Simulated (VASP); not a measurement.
# CaBr (P6_3mc) in VASP: settings compared

The runs below take CaBr through single point, with PBE, PBE-based global hybrid with 50 % exact exchange.

Everything below comes from runs of VASP 6.6.1. Logs are shortened: lines on timing, memory, paths and dates and some standing lists are left out, and cuts for length are marked.

### Step 1. The cell of the first run

The structure is hexagonal, space group P6_3mc (No. 186). The conventional cell has a = 4.084 Å, b = 4.084 Å, c = 9.672 Å, α = 90.00°, β = 90.00°, γ = 120.00°. Br (site symmetry 3m) has 4 Ca at 2.96 to 3.01 Å within 3.9 Å. Within 3.9 Å of Ca (site symmetry 3m) lie 4 Br at 2.96 to 3.01 Å.

### Step 2. Single point, PBE, non-collinear spin, zero start, spin-orbit coupling

Input file INCAR:

```
SYSTEM = CaBr
PREC = Accurate
ENCUT = 520
EDIFF = 1E-6
ISMEAR = 1
SIGMA = 0.05
LREAL = .FALSE.
LASPH = .TRUE.
NELM = 150
ALGO = Normal
ISIF = 2
LWAVE = .FALSE.
LCHARG = .FALSE.
MAGMOM = 0 0 0 0 0 0 0 0 0 0 0 0
LORBIT = 11
LSORBIT = .TRUE.
GGA_COMPAT = .FALSE.
LORBMOM = .TRUE.
GGA = PE
NBANDS = 48
```

Input file KPOINTS:

```
Automatic mesh
0
G
  6 6 3
  0 0 0
```

Input file POSCAR:

```
CaBr
1.0
    4.0841480343      0.0000000000      0.0000000000
   -2.0420740171      3.5369759505      0.0000000000
    0.0000000000      0.0000000000      9.6721260000
Br Ca
2 2
Direct
    0.6666666667      0.3333333333      0.5344880000
    0.3333333333      0.6666666667      0.0344880000
    0.6666666667      0.3333333333      0.8405120000
    0.3333333333      0.6666666667      0.3405120000
```

Potentials or basis: VASP PAW PBE potentials, release 64 (Br, Ca_sv).

The run is started by

```sh
$ cat potpaw_PBE.64/Br/POTCAR potpaw_PBE.64/Ca_sv/POTCAR > POTCAR
$ mpirun -np 1 vasp_ncl > vasp.out
```

OUTCAR:

```text
SYSTEM = CaBr
   PREC = Accurate
   ENCUT = 520
   EDIFF = 1E-6
   ISMEAR = 1
   LREAL = .FALSE.
   LASPH = .TRUE.
   NELM = 150
   ISIF = 2
   LORBIT = 11
   LSORBIT = .TRUE.
   GGA = PE

 ion  position               nearest neighbor table
   1  0.667  0.333  0.534-   3 2.96
   2  0.333  0.667  0.034-   4 2.96
   3  0.667  0.333  0.841-   1 2.96
   4  0.333  0.667  0.341-   2 2.96

  LATTYP: Found a hexagonal cell.
 ALAT       =     4.0841480343
 C/A-ratio  =     2.3682114161

  Lattice vectors:

 A1 = (   4.0841480343,   0.0000000000,   0.0000000000)
 A2 = (  -2.0420740171,   3.5369759505,   0.0000000000)
 A3 = (   0.0000000000,   0.0000000000,   9.6721260000)

Analysis of symmetry for initial positions (statically):
=====================================================================
 Subroutine PRICEL returns:
 Original cell was already a primitive cell.

 Routine SETGRP: Setting up the symmetry group for a
 hexagonal supercell.

 Subroutine GETGRP returns: Found 12 space group operations
 (whereof  6 operations were pure point group operations)
 out of a pool of 24 trial point group operations.

The static configuration has the point symmetry C_3v.
 The point group associated with its full space group is C_6v.

Analysis of symmetry for dynamics (positions and initial velocities):
=====================================================================
 Subroutine PRICEL returns:
 Original cell was already a primitive cell.

 Routine SETGRP: Setting up the symmetry group for a
 hexagonal supercell.

 Subroutine GETGRP returns: Found 12 space group operations
 (whereof  6 operations were pure point group operations)
 out of a pool of 24 trial point group operations.

The dynamic configuration has the point symmetry C_3v.
 The point group associated with its full space group is C_6v.

Analysis of structural, dynamic, and magnetic symmetry:
=====================================================================
 Subroutine PRICEL returns:
 Original cell was already a primitive cell.

 Routine SETGRP: Setting up the symmetry group for a
 hexagonal supercell.

 Subroutine GETGRP returns: Found 12 space group operations
 (whereof  6 operations were pure point group operations)
 out of a pool of 24 trial point group operations.

The overall configuration has the point symmetry C_3v.
 The point group associated with its full space group is C_6v.

 Subroutine INISYM returns: Found 12 space group operations
 (whereof  6 operations are pure point group operations),
 and found     1 'primitive' translations

----------------------------------------------------------------------------------------

                                     Primitive cell

  volume of cell :     139.7190

  direct lattice vectors                    reciprocal lattice vectors
     4.084148034  0.000000000  0.000000000     0.244849107  0.141363698  0.000000000
    -2.042074017  3.536975951  0.000000000     0.000000000  0.282727396  0.000000000
     0.000000000  0.000000000  9.672126000     0.000000000  0.000000000  0.103389886

  length of vectors
     4.084148034  4.084148034  9.672126000     0.282727396  0.282727396  0.103389886

  position of ions in fractional coordinates (direct lattice)
     0.666666667  0.333333333  0.534488000
     0.333333333  0.666666667  0.034488000
     0.666666667  0.333333333  0.840512000
     0.333333333  0.666666667  0.340512000

  ion indices of the primitive-cell ions
   primitive index   ion index
                 1           1
                 2           2
                 3           3
                 4           4

----------------------------------------------------------------------------------------

 KPOINTS: Automatic mesh

Automatic generation of k-mesh.
[... 106 lines left out ...]

 Free energy of the ion-electron system (eV)
  ---------------------------------------------------
  ext. energy  EPLUGINS =         0.00000000
  ---------------------------------------------------
  free energy    TOTEN  =       -12.06625542 eV

  energy without entropy =      -12.06753075  energy(sigma->0) =      -12.06668053

 E-fermi :   3.1449     XC(G=0):  -7.9677

 val. band max:        3.1117722375   @ k =   0.3333   0.0000   0.3333
 cond. band min:       3.1725161915   @ k =   0.3333   0.0000   0.0000
 fundamental gap:      0.0607439541
 Fermi energy:         3.1448804202

 k-point     1 :       0.0000    0.0000    0.0000
  band No.  band energies     occupation
      1     -39.3872      1.00000
      2     -39.3872      1.00000
      3     -39.3869      1.00000
      4     -39.3869      1.00000
      5     -20.6338      1.00000
      6     -20.6338      1.00000
[... 1018 lines left out ...]
     45       5.8127      0.00000
     46       5.8127      0.00000
 [bands above 46 left out]

------------------------ aborting loop because EDIFF is reached ----------------------------------------

  FORCE on cell =-STRESS in cart. coord.  units (eV):
  Direction    XX          YY          ZZ          XY          YZ          ZX
  --------------------------------------------------------------------------------------
  -------------------------------------------------------------------------------------
  Total        0.2972771      0.2972771      1.3003913      0.0000000     -0.0000000      0.0000000
  in kB        3.4089176      3.4089176     14.9117668      0.0000000     -0.0000000      0.0000000
  external PRESSURE =       7.2432007 kB  Pullay stress =       0.0000000 kB

 VOLUME and BASIS-vectors are now :
 -----------------------------------------------------------------------------
  energy-cutoff  :      520.00
  volume of cell :      139.72
      direct lattice vectors                 reciprocal lattice vectors
     4.084148034  0.000000000  0.000000000     0.244849107  0.141363698  0.000000000
    -2.042074017  3.536975951  0.000000000     0.000000000  0.282727396  0.000000000
     0.000000000  0.000000000  9.672126000     0.000000000  0.000000000  0.103389886

 POSITION                                       TOTAL-FORCE (eV/Angst)
 -----------------------------------------------------------------------------------
      2.04207      1.17899      5.16964        -0.000000      0.000000      0.171059
     -0.00000      2.35798      0.33357         0.000000     -0.000000      0.171059
      2.04207      1.17899      8.12954        -0.000000      0.000000     -0.171059
     -0.00000      2.35798      3.29347         0.000000     -0.000000     -0.171059
 -----------------------------------------------------------------------------------
    total drift:                               -0.000000      0.000000     -0.000692

  FREE ENERGIE OF THE ION-ELECTRON SYSTEM (eV)
  ---------------------------------------------------
  free  energy   TOTEN  =       -12.0662554202 eV

  energy  without entropy=      -12.0675307468  energy(sigma->0) =      -12.06668053

 orbital moment (x)

 # of ion     p       d       tot
 ----------------------------------------
  1         0.000  -0.000  -0.000
  2        -0.000  -0.000  -0.000
  3         0.000   0.000   0.000
  4        -0.000  -0.000  -0.000
 ----------------------------------------
           -0.000   0.000   0.000

 orbital moment (y)

 # of ion     p       d       tot
 ----------------------------------------
  1        -0.000  -0.000  -0.000
  2        -0.000   0.000   0.000
  3        -0.000  -0.000  -0.000
  4        -0.000   0.000   0.000
 ----------------------------------------
           -0.000  -0.000  -0.000

 orbital moment (z)

 # of ion     p       d       tot
 ----------------------------------------
  1         0.000   0.000   0.000
  2         0.000   0.000   0.000
  3        -0.000  -0.000  -0.000
  4         0.000   0.000   0.000
 ----------------------------------------
            0.000  -0.000  -0.000

 Spin-Orbit-Coupling matrix elements

 Ion:    1  E_soc:     -0.0517482
 l=   1
     0.0000000    -0.0085977    -0.0086766
    -0.0085977     0.0000000    -0.0085977
    -0.0086766    -0.0085977     0.0000000
 l=   2
     0.0000000     0.0000000     0.0000000     0.0000000    -0.0000008
     0.0000000     0.0000000    -0.0000008     0.0000002     0.0000000
     0.0000000    -0.0000008     0.0000000    -0.0000008     0.0000000
     0.0000000     0.0000002    -0.0000008     0.0000000     0.0000000
    -0.0000008     0.0000000     0.0000000     0.0000000     0.0000000
 l=   3
     0.0000000     0.0000000     0.0000000     0.0000000     0.0000000     0.0000000     0.0000000
     0.0000000     0.0000000     0.0000000     0.0000000     0.0000000     0.0000000     0.0000000
     0.0000000     0.0000000     0.0000000     0.0000000     0.0000000     0.0000000     0.0000000
     0.0000000     0.0000000     0.0000000     0.0000000     0.0000000     0.0000000     0.0000000
[... 49 lines left out ...]
 l=   2
     0.0000000    -0.0000018     0.0000000    -0.0000018    -0.0000036
    -0.0000018     0.0000000    -0.0000063    -0.0000018    -0.0000018
     0.0000000    -0.0000063     0.0000000    -0.0000063     0.0000000
    -0.0000018    -0.0000018    -0.0000063     0.0000000    -0.0000018
    -0.0000036    -0.0000018     0.0000000    -0.0000018     0.0000000
 l=   3
     0.0000000     0.0000000     0.0000000     0.0000000     0.0000000     0.0000000     0.0000000
     0.0000000     0.0000000     0.0000000     0.0000000     0.0000000     0.0000000     0.0000000
     0.0000000     0.0000000     0.0000000     0.0000000     0.0000000     0.0000000     0.0000000
     0.0000000     0.0000000     0.0000000     0.0000000     0.0000000     0.0000000     0.0000000
     0.0000000     0.0000000     0.0000000     0.0000000     0.0000000     0.0000000     0.0000000
     0.0000000     0.0000000     0.0000000     0.0000000     0.0000000     0.0000000     0.0000000
     0.0000000     0.0000000     0.0000000     0.0000000     0.0000000     0.0000000     0.0000000

 total charge

# of ion       s       p       d       tot
------------------------------------------
    1        1.613   3.279   0.010   4.903
    2        1.613   3.279   0.010   4.903
    3        2.053   5.829   0.219   8.101
    4        2.053   5.829   0.219   8.101
--------------------------------------------------
tot          7.333  18.217   0.458  26.008

 magnetization (x)

# of ion       s       p       d       tot
------------------------------------------
    1        0.000  -0.000   0.000  -0.000
    2        0.000   0.000   0.000   0.000
    3        0.000   0.000   0.000   0.000
    4       -0.000   0.000   0.000  -0.000
--------------------------------------------------
tot          0.000   0.000   0.000   0.000

 magnetization (y)

# of ion       s       p       d       tot
------------------------------------------
    1        0.000   0.000  -0.000  -0.000
    2        0.000   0.000   0.000   0.000
    3       -0.000  -0.000   0.000   0.000
    4        0.000  -0.000   0.000   0.000
--------------------------------------------------
tot         -0.000  -0.000   0.000   0.000

 magnetization (z)

# of ion       s       p       d       tot
------------------------------------------
    1        0.000   0.000  -0.000  -0.000
    2       -0.000   0.000  -0.000  -0.000
    3        0.000   0.000   0.000   0.000
    4       -0.000   0.000   0.000   0.000
--------------------------------------------------
tot         -0.000   0.000   0.000   0.000
```

Run time: 4.1 min. Hardware: 1 thread of AMD EPYC 7R13 (Zen 3), shared host; peak memory 0.57 GiB.

Results:

```
Free energy                                           : -12.0663 eV
Pressure                                              : 0.7 GPa
Largest force                                         : 0.171 eV/Å
Net moment                                            : 0.00 μB per cell
Valence electrons inside the program's atomic spheres : Br 4.90; Ca 8.10
```

Forces on the atoms (eV/Å):
```
Br   0.000  0.000  0.171
Br   0.000  0.000  0.171
Ca   0.000  0.000 -0.171
Ca   0.000  0.000 -0.171
```

Moments on the atoms (μB; x, y, z):
```
Br  0.00 0.00 0.00
Br  0.00 0.00 0.00
Ca  0.00 0.00 0.00
Ca  0.00 0.00 0.00
```

### Step 3. Single point, PBE-based global hybrid with 50 % exact exchange

POSCAR is that of step 2.

Input file INCAR.step1:

```
SYSTEM = CaBr
PREC = Accurate
ENCUT = 400
EDIFF = 1E-5
ISMEAR = -1
SIGMA = 0.05
LREAL = .FALSE.
LASPH = .TRUE.
NELM = 120
ALGO = Normal
ISIF = 2
LWAVE = .TRUE.
GGA = PE
NBANDS = 25
GGA_COMPAT = .FALSE.
```

Input file INCAR.step2:

```
SYSTEM = CaBr
PREC = Accurate
ENCUT = 400
EDIFF = 1E-6
ISMEAR = -1
SIGMA = 0.05
LREAL = .FALSE.
LASPH = .TRUE.
NELM = 120
ALGO = Normal
ISIF = 2
LWAVE = .FALSE.
LCHARG = .TRUE.
GGA = PE
LHFCALC = .TRUE.
AEXX = 0.5
PRECFOCK = Normal
LELF = .TRUE.
LVHAR = .TRUE.
ISTART = 1
NBANDS = 25
GGA_COMPAT = .FALSE.
```

Input file KPOINTS:

```
regular mesh
0
G
  4 4 2
  0 0 0
```

Potentials or basis: VASP PAW PBE potentials, release 64 (Br, Ca_sv).

The run is started by

```sh
$ cat potpaw_PBE.64/Br/POTCAR potpaw_PBE.64/Ca_sv/POTCAR > POTCAR
$ cp INCAR.step1 INCAR
$ mpirun -np 1 vasp_std > vasp.out
$ cp INCAR.step2 INCAR
$ mpirun -np 1 vasp_std > vasp.out
```

Wall time 23 min (1 thread of AMD EPYC 7R43 (Zen 3), shared host); peak memory 0.2 GiB.

It converged, with:

```yaml
Free_energy: -16.3337 eV
Pressure: 0.5 GPa
Largest_force: 0.131 eV/Å
Band_gap_on_the_k_mesh: zero (bands 17 and 18 overlap by 3.45 eV)
```

Forces on the atoms (eV/Å):
```
Br   0.000  0.000  0.131
Br   0.000  0.000  0.131
Ca   0.000  0.000 -0.131
Ca   0.000  0.000 -0.131
```

Stress tensor (GPa, compression positive):
```
0.08 0.00 0.00
0.00 0.08 0.00
0.00 0.00 1.40
```

Levels at points of the mesh, in eV from the Fermi level:
```csv
k point,band 15,band 16,band 17,band 18,band 19,band 20
"(0.00, 0.00, 0.00)",-7.34,-7.34,-4.08,-1.84,2.53,3.43
"(0.50, 0.00, 0.00)",-7.85,-7.75,-0.85,0.87,1.43,1.58
"(0.00, 0.00, 0.50)",-7.38,-7.38,-3.01,-3.01,2.79,2.80
"(0.50, 0.00, 0.50)",-7.80,-7.80,0.34,0.34,1.74,1.74
```

Caveat: the k points lie up to 0.44 Å⁻¹ apart, too coarse for converged energies and pressures of a metal; the PAW data sets were made with another functional, which shifts forces and pressure a little.

The gap in the log of VASP goes by the Fermi energy; the results here count the filled bands.